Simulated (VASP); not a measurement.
# Sn (Fd-3m) in VASP: further runs

Runs on Sn. Level: PBE. Tasks: electric field gradients.

Program: VASP 6.6.1. These are calculated values, not measurements. Logs are shortened: lines on timing, memory, paths and dates and some standing lists are left out, and cuts for length are marked.

### Step 1. The cell of the first run

Symmetry: Fd-3m, No. 227, cubic system. The conventional cell has a = 6.448 Å, b = 6.448 Å, c = 6.448 Å, α = 90.00°, β = 90.00°, γ = 90.00°. Within 3.7 Å of Sn (site symmetry -43m) lie 4 Sn at 2.79 Å.

This isn't the form of Sn at room conditions, which is tetragonal (white tin).

### Step 2. Electric field gradients, PBE (33.51 Å³/atom)

INCAR reads:

```
SYSTEM = Sn
PREC = Accurate
ENCUT = 520
EDIFF = 1E-8
ISMEAR = -1
SIGMA = 0.03
LREAL = .FALSE.
LASPH = .TRUE.
NELM = 60
ALGO = Normal
ISIF = 2
LWAVE = .FALSE.
LCHARG = .FALSE.
GGA = PE
LEFG = .TRUE.
NBANDS = 21
```

KPOINTS reads:

```
Automatic mesh
0
G
  9 9 9
  0 0 0
```

POSCAR reads:

```
Sn
1.0
    0.0000000000      3.2238167933      3.2238167933
    3.2238167933      0.0000000000      3.2238167933
    3.2238167933      3.2238167933      0.0000000000
Sn
2
Direct
    0.5000000000      0.5000000000      0.5000000000
    0.7500000000      0.7500000000      0.7500000000
```

Potentials or basis: VASP PAW PBE potentials, release 64 (Sn_d).

Launch:

```bash
cat potpaw_PBE.64/Sn_d/POTCAR > POTCAR
mpirun -np 1 vasp_std > vasp.out
```

OUTCAR:

```text
SYSTEM = Sn
   PREC = Accurate
   ENCUT = 520
   EDIFF = 1E-8
   ISMEAR = -1
   LREAL = .FALSE.
   LASPH = .TRUE.
   NELM = 60
   ISIF = 2
   GGA = PE

 ion  position               nearest neighbor table
   1  0.500  0.500  0.500-   2 2.79   2 2.79   2 2.79   2 2.79
   2  0.750  0.750  0.750-   1 2.79   1 2.79   1 2.79   1 2.79

  LATTYP: Found a face centered cubic cell.
 ALAT       =     6.4476335866

  Lattice vectors:

 A1 = (   0.0000000000,   3.2238167933,   3.2238167933)
 A2 = (   3.2238167933,   0.0000000000,   3.2238167933)
 A3 = (   3.2238167933,   3.2238167933,   0.0000000000)

Analysis of symmetry for initial positions (statically):
=====================================================================
 Subroutine PRICEL returns:
 Original cell was already a primitive cell.

 Routine SETGRP: Setting up the symmetry group for a
 face centered cubic supercell.

 Subroutine GETGRP returns: Found 48 space group operations
 (whereof 24 operations were pure point group operations)
 out of a pool of 48 trial point group operations.

The static configuration has the point symmetry T_d .
 The point group associated with its full space group is O_h .

Analysis of symmetry for dynamics (positions and initial velocities):
=====================================================================
 Subroutine PRICEL returns:
 Original cell was already a primitive cell.

 Routine SETGRP: Setting up the symmetry group for a
 face centered cubic supercell.

 Subroutine GETGRP returns: Found 48 space group operations
 (whereof 24 operations were pure point group operations)
 out of a pool of 48 trial point group operations.

The dynamic configuration has the point symmetry T_d .
 The point group associated with its full space group is O_h .

 Subroutine INISYM returns: Found 48 space group operations
 (whereof 24 operations are pure point group operations),
 and found     1 'primitive' translations

----------------------------------------------------------------------------------------

                                     Primitive cell

  volume of cell :      67.0102

  direct lattice vectors                    reciprocal lattice vectors
     0.000000000  3.223816793  3.223816793    -0.155095662  0.155095662  0.155095662
     3.223816793  0.000000000  3.223816793     0.155095662 -0.155095662  0.155095662
     3.223816793  3.223816793  0.000000000     0.155095662  0.155095662 -0.155095662

  length of vectors
     4.559165432  4.559165432  4.559165432     0.268633567  0.268633567  0.268633567

  position of ions in fractional coordinates (direct lattice)
     0.500000000  0.500000000  0.500000000
     0.750000000  0.750000000  0.750000000

  ion indices of the primitive-cell ions
   primitive index   ion index
                 1           1
                 2           2

----------------------------------------------------------------------------------------

 KPOINTS: Automatic mesh

Automatic generation of k-mesh.
 Grid dimensions read from file:
 generate k-points for:    9    9    9

 Generating k-lattice:

  Cartesian coordinates                     Fractional coordinates (reciprocal lattice)
    -0.017232851  0.017232851  0.017232851     0.111111111  0.000000000  0.000000000
     0.017232851 -0.017232851  0.017232851     0.000000000  0.111111111  0.000000000
     0.017232851  0.017232851 -0.017232851     0.000000000  0.000000000  0.111111111

  Length of vectors
     0.029848174  0.029848174  0.029848174

  Shift w.r.t. Gamma in fractional coordinates (k-lattice)
     0.000000000  0.000000000  0.000000000

 Subroutine IBZKPT returns following result:
 ===========================================

 Found     35 irreducible k-points:

 Following reciprocal coordinates:
            Coordinates               Weight
  0.000000  0.000000  0.000000      1.000000
  0.111111  0.000000  0.000000      8.000000
  0.222222  0.000000  0.000000      8.000000
  0.333333  0.000000  0.000000      8.000000
  0.444444  0.000000  0.000000      8.000000
  0.111111  0.111111  0.000000      6.000000
[... 16 lines left out ...]
 -0.333333  0.333333  0.000000     12.000000
  0.444444  0.444444  0.000000      6.000000
 [... further k-points ...]
   k-points           NKPTS =     35   k-points in BZ     NKDIM =     35   number of bands    NBANDS=     21
   number of dos      NEDOS =    301   number of ions     NIONS =      2
   total plane-waves  NPLWV =  46656
   dimension x,y,z NGX =    36 NGY =   36 NGZ =   36
   dimension x,y,z NGXF=    72 NGYF=   72 NGZF=   72
   ions per type =               2
   NGX,Y,Z   is equivalent  to a cutoff of  13.13, 13.13, 13.13 a.u.
   NGXF,Y,Z  is equivalent  to a cutoff of  26.25, 26.25, 26.25 a.u.
 SYSTEM =  Sn
   PREC   = accura    normal or accurate (medium, high low for compatibility)
   ISTART =      0    job   : 0-new  1-cont  2-samecut
   ICHARG =      2    charge: 1-file 2-atom 10-const
   ISPIN  =      1    spin polarized calculation?
   LNONCOLLINEAR =      F non collinear calculations
   LSORBIT =      F    spin-orbit coupling
   LASPH  =      T    aspherical Exc in radial PAW
   ENCUT  =  520.0 eV  38.22 Ry    6.18 a.u.   8.48  8.48  8.48*2*pi/ulx,y,z
   NELM   =     60;   NELMIN=  2; NELMDL= -5     # of ELM steps
   EDIFF  = 0.1E-07   stopping-criterion for ELM
   LREAL  =      F    real-space projection
   EDIFFG = 0.1E-06   stopping-criterion for IOM
   NSW    =      0    number of steps for IOM
   IBRION =     -1    ionic relax: 0-MD 1-quasi-New 2-CG
   NFREE  =      0    steps in history (QN), initial steepest desc. (CG)
   ISIF   =      2    stress and relaxation
   ISYM   =      2    0-nonsym 1-usesym 2-fastsym
   POTIM  = 0.5000    time-step for ionic-motion
   TEBEG  =    0.0;   TEEND  =   0.0 temperature during run
   PSTRESS=    0.0 pullay stress
   NELECT =      28.0000    total number of electrons
   NUPDOWN=      -1.0000    fix difference up-down
   EMIN   =  10.00;   EMAX   =-10.00  energy-range for DOS
   EFERMI =   0.00;   METHOD = LEGACY
   ISMEAR =    -1;   SIGMA  =   0.03  broadening in eV -4-tet -1-fermi 0-gaus
   EFERMI_NEDOS =   21; number of points for ismear=-14 and -15
   IALGO  =     38    algorithm
   IMIX   =      4    mixing-type and parameters
     AMIX     =   0.40;   BMIX     =  1.00
     AMIX_MAG =   1.60;   BMIX_MAG =  1.00
  volume/ion in A,a.u.               =      33.51       226.10
  Fermi-wavevector in a.u.,A,eV,Ry     =   1.223903  2.312842 20.380706  1.497940
  Thomas-Fermi vector in A             =   2.358997
   LORBIT       =      0    0 simple, 1 ext, 2 COOP (PROOUT), +10 PAW based schemes
   GGA     = PE    functional components
   LHFCALC =     F    Hartree Fock is set to
   AEXX    =    0.0000 exact exchange contribution
   IVDW    =     0    specifies the selected vdW correction
   LEPSILON=     F    determine dielectric tensor
   LRPA    =     F    only Hartree local field effects (RPA)
 non-spin polarized calculation
  energy-cutoff  :      520.00
  volume of cell :       67.01
 maximum number of plane-waves:      1829
 NGX is ok and might be reduce to    36
   NGX = 17   NGY = 17   NGZ = 17

 number of electron      28.0000011 magnetization

 Free energy of the ion-electron system (eV)
  ---------------------------------------------------
  ext. energy  EPLUGINS =         0.00000000
  ---------------------------------------------------
  free energy    TOTEN  =        -7.60792243 eV

  energy without entropy =       -7.60745158  energy(sigma->0) =       -7.60768700

 E-fermi :   5.8661     XC(G=0):  -8.9603

 val. band max:        5.6963071993   @ k =   0.1111   0.0000   0.0000
 cond. band min:       5.9031475824   @ k =   0.4444   0.0000   0.0000
 fundamental gap:      0.2068403831
 Fermi energy:         5.8660867234

 k-point     1 :       0.0000    0.0000    0.0000
  band No.  band energies     occupation
      1     -15.8730      2.00000
      2     -15.8730      2.00000
      3     -15.8730      2.00000
      4     -15.8107      2.00000
      5     -15.8107      2.00000
      6     -15.4855      2.00000
[... 13 lines left out ...]
     20      13.8590      0.00000
     21      13.8590      0.00000
[... 529 lines left out ...]
 k-point    24 :       0.4444    0.4444    0.0000
  band No.  band energies     occupation
      1     -15.9255      2.00000
      2     -15.9255      2.00000
      3     -15.8151      2.00000
      4     -15.7530      2.00000
      5     -15.6695      2.00000
      6     -15.6111      2.00000
[... 13 lines left out ...]
     20      15.9003      0.00000
     21      16.0845      0.00000

 [... further k-points ...]

------------------------ aborting loop because EDIFF is reached ----------------------------------------

  FORCE on cell =-STRESS in cart. coord.  units (eV):
  Direction    XX          YY          ZZ          XY          YZ          ZX
  --------------------------------------------------------------------------------------
  -------------------------------------------------------------------------------------
  Total        1.7627663      1.7627663      1.7627663      0.0000000      0.0000000      0.0000000
  in kB       42.1467665     42.1467665     42.1467665      0.0000000      0.0000000      0.0000000
  external PRESSURE =      42.1467665 kB  Pullay stress =       0.0000000 kB

 VOLUME and BASIS-vectors are now :
 -----------------------------------------------------------------------------
  energy-cutoff  :      520.00
  volume of cell :       67.01
      direct lattice vectors                 reciprocal lattice vectors
     0.000000000  3.223816793  3.223816793    -0.155095662  0.155095662  0.155095662
     3.223816793  0.000000000  3.223816793     0.155095662 -0.155095662  0.155095662
     3.223816793  3.223816793  0.000000000     0.155095662  0.155095662 -0.155095662

 POSITION                                       TOTAL-FORCE (eV/Angst)
 -----------------------------------------------------------------------------------
      3.22382      3.22382      3.22382         0.000000      0.000000     -0.000000
      4.83573      4.83573      4.83573        -0.000000     -0.000000      0.000000
 -----------------------------------------------------------------------------------
    total drift:                                0.000000      0.000000      0.000000

  FREE ENERGIE OF THE ION-ELECTRON SYSTEM (eV)
  ---------------------------------------------------
  free  energy   TOTEN  =        -7.6079224293 eV

  energy  without entropy=       -7.6074515802  energy(sigma->0) =       -7.60768700

 Electric field gradients (V/A^2)
---------------------------------------------------------------------
 ion       V_xx      V_yy      V_zz      V_xy      V_xz      V_yz
---------------------------------------------------------------------
   1      -0.000    -0.000     0.000    -0.001    -0.001    -0.001
   2      -0.000    -0.000     0.000    -0.001    -0.001    -0.001
---------------------------------------------------------------------

 Electric field gradients after diagonalization (V/A^2)
 (convention: |V_zz| > |V_xx| > |V_yy|)
----------------------------------------------------------------------
 ion       V_xx      V_yy      V_zz     asymmetry (V_yy - V_xx)/ V_zz
----------------------------------------------------------------------
   1       0.001     0.001    -0.001       0.000
   2       0.001     0.001    -0.001       0.000
----------------------------------------------------------------------

           NMR quadrupolar parameters

 Cq : quadrupolar parameter    Cq=e*Q*V_zz/h
 eta: asymmetry parameters     (V_yy - V_xx)/ V_zz
 Q  : nuclear electric quadrupole moment in mb (millibarn)
----------------------------------------------------------------------
 ion       Cq(MHz)       eta       Q (mb)
----------------------------------------------------------------------
   1      -0.000       0.000       1.000
   2      -0.000       0.000       1.000
----------------------------------------------------------------------
```

Run time: 77 s. Hardware: 1 thread of Intel Xeon 8259CL, shared host; peak memory 0.21 GiB.

Results:

| Item | Value |
| --- | --- |
| Free energy | -7.6079 eV |
| Pressure | 4.2 GPa |
| Band gap on the k mesh | zero (bands 14 and 15 overlap by 0.03 eV) |
| Largest electric field gradient by atom | zero within the noise of the run |

Caveat: the cell stands under pressure; spin-orbit coupling is left out, which moves the levels of the heavy elements.

### Step 3. Electric field gradients, PBE (33.85 Å³/atom)

This run uses another cell than the first one, of 33.85 Å³/atom.

INCAR reads:

```
SYSTEM = Sn
ALGO     = Normal         ! electronic algorithm
EDIFF    = 1E-8           ! SCF threshold, eV
ENCUT    = 520            ! plane-wave cutoff, eV
GGA      = PE             ! functional
ISIF     = 2              ! what is computed and relaxed
ISMEAR   = -1             ! smearing method
LASPH    = .True.         ! aspherical terms in the spheres
LCHARG   = .False.        ! write CHGCAR
LEFG     = .True.       
LREAL    = .False.        ! projectors in reciprocal space
LWAVE    = .False.        ! write WAVECAR
NBANDS   = 21             ! bands
NELM     = 80             ! most SCF steps
PREC     = Accurate       ! precision mode
SIGMA    = 0.03           ! smearing width, eV
```

KPOINTS reads:

```
k-points
0
Gamma
  9 9 9
  0 0 0
```

POSCAR reads:

```
Sn
1.0
    0.0000000000      3.2347450694      3.2347450694
    3.2347450694      0.0000000000      3.2347450694
    3.2347450694      3.2347450694      0.0000000000
Sn
2
Direct
    0.5000000000      0.5000000000      0.5000000000
    0.7500000000      0.7500000000      0.7500000000
```

Potentials or basis: VASP PAW PBE potentials, release 64 (Sn_d).

Launch:

```bash
cat potpaw_PBE.64/Sn_d/POTCAR > POTCAR
mpirun -np 1 vasp_std > vasp.out
```

OUTCAR:

```text
SYSTEM = Sn
   EDIFF = 1E-8
   ENCUT = 520
   GGA = PE
   ISIF = 2
   ISMEAR = -1
   LASPH = .True.
   LREAL = .False.
   NELM = 80
   PREC = Accurate

 ion  position               nearest neighbor table
   1  0.500  0.500  0.500-   2 2.80   2 2.80   2 2.80   2 2.80
   2  0.750  0.750  0.750-   1 2.80   1 2.80   1 2.80   1 2.80

  LATTYP: Found a face centered cubic cell.
 ALAT       =     6.4694901388

  Lattice vectors:

 A1 = (   0.0000000000,   3.2347450694,   3.2347450694)
 A2 = (   3.2347450694,   0.0000000000,   3.2347450694)
 A3 = (   3.2347450694,   3.2347450694,   0.0000000000)

Analysis of symmetry for initial positions (statically):
=====================================================================
 Subroutine PRICEL returns:
 Original cell was already a primitive cell.

 Routine SETGRP: Setting up the symmetry group for a
 face centered cubic supercell.

 Subroutine GETGRP returns: Found 48 space group operations
 (whereof 24 operations were pure point group operations)
 out of a pool of 48 trial point group operations.

The static configuration has the point symmetry T_d .
 The point group associated with its full space group is O_h .

Analysis of symmetry for dynamics (positions and initial velocities):
=====================================================================
 Subroutine PRICEL returns:
 Original cell was already a primitive cell.

 Routine SETGRP: Setting up the symmetry group for a
 face centered cubic supercell.

 Subroutine GETGRP returns: Found 48 space group operations
 (whereof 24 operations were pure point group operations)
 out of a pool of 48 trial point group operations.
[... 158 lines left out ...]
  band No.  band energies     occupation
      1     -15.9612      2.00000
      2     -15.9612      2.00000
      3     -15.9612      2.00000
      4     -15.9003      2.00000
      5     -15.9003      2.00000
      6     -15.5836      2.00000
[... 565 lines left out ...]
     20      15.7181      0.00000
     21      15.9440      0.00000

 [... further k-points ...]

------------------------ aborting loop because EDIFF is reached ----------------------------------------

  FORCE on cell =-STRESS in cart. coord.  units (eV):
  Direction    XX          YY          ZZ          XY          YZ          ZX
  --------------------------------------------------------------------------------------
  -------------------------------------------------------------------------------------
  Total        1.5456952      1.5456952      1.5456952      0.0000000      0.0000000     -0.0000000
  in kB       36.5834181     36.5834181     36.5834181      0.0000000      0.0000000     -0.0000000
  external PRESSURE =      36.5834181 kB  Pullay stress =       0.0000000 kB

 VOLUME and BASIS-vectors are now :
 -----------------------------------------------------------------------------
  energy-cutoff  :      520.00
  volume of cell :       67.69
      direct lattice vectors                 reciprocal lattice vectors
     0.000000000  3.234745069  3.234745069    -0.154571686  0.154571686  0.154571686
     3.234745069  0.000000000  3.234745069     0.154571686 -0.154571686  0.154571686
     3.234745069  3.234745069  0.000000000     0.154571686  0.154571686 -0.154571686

 POSITION                                       TOTAL-FORCE (eV/Angst)
 -----------------------------------------------------------------------------------
      3.23475      3.23475      3.23475        -0.000000      0.000000     -0.000000
      4.85212      4.85212      4.85212         0.000000     -0.000000      0.000000
 -----------------------------------------------------------------------------------
    total drift:                                0.000000      0.000000      0.000000

  FREE ENERGIE OF THE ION-ELECTRON SYSTEM (eV)
  ---------------------------------------------------
  free  energy   TOTEN  =        -7.6249062186 eV

  energy  without entropy=       -7.6244092031  energy(sigma->0) =       -7.62465771

 Electric field gradients (V/A^2)
---------------------------------------------------------------------
 ion       V_xx      V_yy      V_zz      V_xy      V_xz      V_yz
---------------------------------------------------------------------
   1      -0.000    -0.000    -0.000    -0.000    -0.000    -0.000
   2      -0.000    -0.000    -0.000    -0.000    -0.000    -0.000
---------------------------------------------------------------------

 Electric field gradients after diagonalization (V/A^2)
 (convention: |V_zz| > |V_xx| > |V_yy|)
----------------------------------------------------------------------
 ion       V_xx      V_yy      V_zz     asymmetry (V_yy - V_xx)/ V_zz
----------------------------------------------------------------------
   1       0.000     0.000    -0.000       0.000
   2       0.000     0.000    -0.000       0.000
----------------------------------------------------------------------

           NMR quadrupolar parameters

 Cq : quadrupolar parameter    Cq=e*Q*V_zz/h
 eta: asymmetry parameters     (V_yy - V_xx)/ V_zz
 Q  : nuclear electric quadrupole moment in mb (millibarn)
----------------------------------------------------------------------
 ion       Cq(MHz)       eta       Q (mb)
----------------------------------------------------------------------
   1      -0.000       0.000       1.000
   2      -0.000       0.000       1.000
----------------------------------------------------------------------
```

stdout:

```text
POSCAR found type information on POSCAR Sn
 POSCAR found :  1 types and       2 ions
 scaLAPACK will be used
 LDA part: xc-table for (Slater+PW92), standard interpolation
 POSCAR, INCAR and KPOINTS ok, starting setup
 FFT: planning ... GRIDC
 FFT: planning ... GRID_SOFT
 FFT: planning ... GRID
 WAVECAR not read
 entering main loop
ion   1

ion   2
```

It took 80 s on 1 thread of Intel Xeon 8259CL, shared host; peak memory 0.21 GiB.

Results:

- Free energy: -7.6249 eV
- Pressure: 3.7 GPa
- Band gap on the k mesh: zero (bands 14 and 15 overlap by 0.05 eV)
- Largest electric field gradient by atom: zero within the noise of the run

Caveat: the cell stands under pressure; spin-orbit coupling is left out, which moves the levels of the heavy elements.

[end of part 1 of 2]
